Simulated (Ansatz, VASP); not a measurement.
# WSe2: VASP beside Ansatz

```
Se W
1.0
     3.28550    0.00000    0.00000
    -1.64275    2.84533    0.00000
     0.00000    0.00000   32.73758
Se W
2 1
Cartesian
  0.0000 1.8969 14.6841
  0.0000 1.8969 18.0535
  1.6427 0.9484 16.3688
```

Alike in both runs: task single point; functional r2SCAN; k mesh 9 × 9 × 1; occupations gaussian, width 0.02 eV; no spin polarisation.

|  | VASP | Ansatz |
| --- | --- | --- |
| version | VASP 6.6.1 | Ansatz 0.2.0 |
| potentials or method | VASP PAW PBE potentials, release 64 (Se, W_sv), cutoff 440 eV | scalar-relativistic, plane waves, PAW |
| valence electrons in the cell | 26 | 46 |

```csv
,VASP,Ansatz,Ansatz less VASP
gap on the k mesh at the Fermi level (eV),1.79,1.79,+0.002
least direct gap on the mesh (eV),1.79,1.79,+0.002
rms of the force components (eV/Å),0.093,0.114,+0.0207
```

VASP's potentials were made for PBE, not for r2SCAN. VASP's potentials hold 26 valence electrons a cell and Ansatz's 46, so a difference there can come from the potentials and not from the codes. Ansatz's warnings: xc potential rough in thin density.

Neither program's run includes spin-orbit coupling.
